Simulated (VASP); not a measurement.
# CaO (Fm-3m) in VASP: notebook

Aim: see how the results for CaO move with the level of theory and the settings. Levels: PBE, PBEsol. Tasks: single point.

All numbers are computed with VASP 6.6.1; they aren't measurements. Logs are shortened: lines on timing, memory, paths and dates and some standing lists are left out, and cuts for length are marked.

## Step 1: The cell of the first run

Symmetry: Fm-3m, No. 225, cubic system. Conventional cell: a = 4.807 Å, b = 4.807 Å, c = 4.807 Å, α = 90.00°, β = 90.00°, γ = 90.00°. Within 3.2 Å of Ca (site symmetry m-3m) lie 6 O at 2.40 Å. O (site symmetry m-3m) has 6 Ca at 2.40 Å within 3.2 Å.

## Step 2: Single point, PBE

INCAR

```
ALGO = Normal
EDIFF = 1E-6
ENCUT = 520
GGA = PE
ISIF = 2
ISMEAR = -1
LASPH = T
LCHARG = T
LELF = T
LREAL = F
LVHAR = T
LWAVE = F
NBANDS = 15
NELM = 100
PREC = Accurate
SIGMA = 0.05
```

KPOINTS

```
k-points
0
Gamma
  6 6 6
```

POSCAR

```
CaO
1.0
    0.0000000000      2.4035556960      2.4035556960
    2.4035556960      0.0000000000      2.4035556960
    2.4035556960      2.4035556960      0.0000000000
Ca O
1 1
Direct
    0.0000000000      0.0000000000      0.0000000000
    0.5000000000      0.5000000000      0.5000000000
```

Potentials or basis: VASP PAW PBE potentials, release 64 (Ca_sv, O).

Started as:

```
$ cat potpaw_PBE.64/Ca_sv/POTCAR potpaw_PBE.64/O/POTCAR > POTCAR
$ mpirun -np 1 vasp_std > vasp.out
```

OUTCAR:

```text
EDIFF = 1E-6
   ENCUT = 520
   GGA = PE
   ISIF = 2
   ISMEAR = -1
   LASPH = T
   LREAL = F
   NELM = 100
   PREC = Accurate

 ion  position               nearest neighbor table
   1  0.000  0.000  0.000-   2 2.40   2 2.40   2 2.40   2 2.40   2 2.40   2 2.40
   2  0.500  0.500  0.500-   1 2.40   1 2.40   1 2.40   1 2.40   1 2.40   1 2.40

  LATTYP: Found a face centered cubic cell.
 ALAT       =     4.8071113920

  Lattice vectors:

 A1 = (   0.0000000000,   2.4035556960,   2.4035556960)
 A2 = (   2.4035556960,   0.0000000000,   2.4035556960)
 A3 = (   2.4035556960,   2.4035556960,   0.0000000000)

Analysis of symmetry for initial positions (statically):
=====================================================================
 Subroutine PRICEL returns:
 Original cell was already a primitive cell.

 Routine SETGRP: Setting up the symmetry group for a
 face centered cubic supercell.

 Subroutine GETGRP returns: Found 48 space group operations
 (whereof 48 operations were pure point group operations)
 out of a pool of 48 trial point group operations.

The static configuration has the point symmetry O_h .

Analysis of symmetry for dynamics (positions and initial velocities):
=====================================================================
 Subroutine PRICEL returns:
 Original cell was already a primitive cell.

 Routine SETGRP: Setting up the symmetry group for a
 face centered cubic supercell.

 Subroutine GETGRP returns: Found 48 space group operations
 (whereof 48 operations were pure point group operations)
 out of a pool of 48 trial point group operations.

The dynamic configuration has the point symmetry O_h .

 Subroutine INISYM returns: Found 48 space group operations
 (whereof 48 operations are pure point group operations),
 and found     1 'primitive' translations

----------------------------------------------------------------------------------------

                                     Primitive cell

  volume of cell :      27.7711

  direct lattice vectors                    reciprocal lattice vectors
     0.000000000  2.403555696  2.403555696    -0.208025136  0.208025136  0.208025136
     2.403555696  0.000000000  2.403555696     0.208025136 -0.208025136  0.208025136
     2.403555696  2.403555696  0.000000000     0.208025136  0.208025136 -0.208025136

  length of vectors
     3.399141063  3.399141063  3.399141063     0.360310104  0.360310104  0.360310104

[... 80 lines left out ...]
   TEBEG  =    0.0;   TEEND  =   0.0 temperature during run
   PSTRESS=    0.0 pullay stress
   NELECT =      16.0000    total number of electrons
   NUPDOWN=      -1.0000    fix difference up-down
   EMIN   =  10.00;   EMAX   =-10.00  energy-range for DOS
   EFERMI =   0.00;   METHOD = LEGACY
   ISMEAR =    -1;   SIGMA  =   0.05  broadening in eV -4-tet -1-fermi 0-gaus
   EFERMI_NEDOS =   21; number of points for ismear=-14 and -15
   IALGO  =     38    algorithm
   IMIX   =      4    mixing-type and parameters
     AMIX     =   0.40;   BMIX     =  1.00
     AMIX_MAG =   1.60;   BMIX_MAG =  1.00
  volume/ion in A,a.u.               =      13.89        93.70
  Fermi-wavevector in a.u.,A,eV,Ry     =   1.362231  2.574243 25.247954  1.855672
  Thomas-Fermi vector in A             =   2.488738
   LORBIT       =      0    0 simple, 1 ext, 2 COOP (PROOUT), +10 PAW based schemes
   GGA     = PE    functional components
   LHFCALC =     F    Hartree Fock is set to
   AEXX    =    0.0000 exact exchange contribution
   IVDW    =     0    specifies the selected vdW correction
   LEPSILON=     F    determine dielectric tensor
   LRPA    =     F    only Hartree local field effects (RPA)
 non-spin polarized calculation
  energy-cutoff  :      520.00
  volume of cell :       27.77
 maximum number of plane-waves:       757
 NGX is ok and might be reduce to    28
   NGX = 13   NGY = 13   NGZ = 13

 number of electron      15.9999997 magnetization

 Free energy of the ion-electron system (eV)
  ---------------------------------------------------
  ext. energy  EPLUGINS =         0.00000000
  ---------------------------------------------------
  free energy    TOTEN  =       -12.80124315 eV

  energy without entropy =      -12.80124315  energy(sigma->0) =      -12.80124315

 E-fermi :   3.4087     XC(G=0): -10.4731

 val. band max:        2.3480756157   @ k =   0.0000   0.0000   0.0000
 cond. band min:       5.9831091059   @ k =   0.5000   0.5000   0.0000
 fundamental gap:      3.6350334902
 Fermi energy:         3.4086924462

 k-point     1 :       0.0000    0.0000    0.0000
  band No.  band energies     occupation
      1     -35.2915      2.00000
      2     -16.0557      2.00000
      3     -16.0557      2.00000
      4     -16.0557      2.00000
      5     -13.1832      2.00000
      6       2.3481      2.00000
      7       2.3481      2.00000
      8       2.3481      2.00000
      9       7.0572      0.00000
     10       8.5717      0.00000
     11       8.5717      0.00000
     12       8.5717      0.00000
     13      10.0746      0.00000
     14      10.0746      0.00000
[... 257 lines left out ...]
      2     -16.5647      2.00000
      3     -16.4358      2.00000
      4     -16.3782      2.00000
      5     -12.6513      2.00000
      6       1.1366      2.00000
      7       1.2749      2.00000
      8       1.5392      2.00000
      9       7.3696      0.00000
     10      10.0148      0.00000
     11      10.6812      0.00000
     12      11.8824      0.00000
     13      12.0426      0.00000
     14      15.2655      0.00000
     15      15.9938      0.00000

------------------------ aborting loop because EDIFF is reached ----------------------------------------

  FORCE on cell =-STRESS in cart. coord.  units (eV):
  Direction    XX          YY          ZZ          XY          YZ          ZX
  --------------------------------------------------------------------------------------
  -------------------------------------------------------------------------------------
  Total        0.3767006      0.3767006      0.3767006      0.0000000     -0.0000000     -0.0000000
  in kB       21.7327301     21.7327301     21.7327301      0.0000000     -0.0000000     -0.0000000
  external PRESSURE =      21.7327301 kB  Pullay stress =       0.0000000 kB

 VOLUME and BASIS-vectors are now :
 -----------------------------------------------------------------------------
  energy-cutoff  :      520.00
  volume of cell :       27.77
      direct lattice vectors                 reciprocal lattice vectors
     0.000000000  2.403555696  2.403555696    -0.208025136  0.208025136  0.208025136
     2.403555696  0.000000000  2.403555696     0.208025136 -0.208025136  0.208025136
     2.403555696  2.403555696  0.000000000     0.208025136  0.208025136 -0.208025136

 POSITION                                       TOTAL-FORCE (eV/Angst)
 -----------------------------------------------------------------------------------
      0.00000      0.00000      0.00000         0.000000      0.000000      0.000000
      2.40356      2.40356      2.40356        -0.000000     -0.000000     -0.000000
 -----------------------------------------------------------------------------------
    total drift:                                0.000000      0.000000      0.000000

  FREE ENERGIE OF THE ION-ELECTRON SYSTEM (eV)
  ---------------------------------------------------
  free  energy   TOTEN  =       -12.8012431538 eV

  energy  without entropy=      -12.8012431537  energy(sigma->0) =      -12.80124315
```

Wall time 18 s (1 thread of AMD EPYC 7R43 (Zen 3), shared host); peak memory 0.12 GiB.

What came out:

```
Free energy            : -12.8012 eV
Pressure               : 2.2 GPa
Band gap on the k mesh : 3.63 eV (least direct gap 4.01 eV)
```

A k mesh can miss the band edges.

## Step 3: Single point, PBEsol

This run uses another cell than the first one, of 11.89 Å³/atom.

INCAR

```
SYSTEM = CaO
PREC = Accurate
ENCUT = 520
EDIFF = 1E-6
ISMEAR = -1
SIGMA = 0.05
LREAL = .False.
LASPH = .True.
NELM = 100
ALGO = Normal
ISIF = 2
LWAVE = .False.
LCHARG = .False.
GGA = PS
NBANDS = 15
```

KPOINTS

```
Automatic mesh
0
Gamma
  10 10 10
  0 0 0
```

POSCAR

```
CaO
1.0
    0.0000000000      2.2823664049      2.2823664049
    2.2823664049      0.0000000000      2.2823664049
    2.2823664049      2.2823664049      0.0000000000
Ca O
1 1
Direct
    0.0000000000      0.0000000000      0.0000000000
    0.5000000000      0.5000000000      0.5000000000
```

Potentials or basis: VASP PAW PBE potentials, release 64 (Ca_sv, O).

Started as:

```
$ cat potpaw_PBE.64/Ca_sv/POTCAR potpaw_PBE.64/O/POTCAR > POTCAR
$ mpirun -np 1 vasp_std > vasp.out
```

Wall time 28 s (1 thread of AMD EPYC 7R43 (Zen 3), shared host); peak memory 0.11 GiB.

Results (log left out):

```yaml
Free_energy: -13.2047 eV
Pressure: 21.1 GPa
Band_gap_on_the_k_mesh: 3.40 eV (least direct gap 3.72 eV)
```

Levels at points of the mesh, in eV from the valence-band top:
```csv
k point,band 5,band 6,band 7,band 8,band 9,band 10,band 11,band 12
"(0.00, 0.00, 0.00)",-15.75,0.00,0.00,0.00,5.92,6.51,6.51,6.51
"(0.50, 0.00, 0.00)",-13.71,-3.09,-1.58,-1.58,7.74,9.21,9.21,9.56
"(0.50, 0.50, 0.00)",-15.55,-1.18,-0.32,-0.32,3.40,9.26,9.80,10.65
```

Caveat: the cell stands under pressure; the PAW data sets were made with another functional, which shifts forces and pressure a little. A k mesh can miss the band edges.
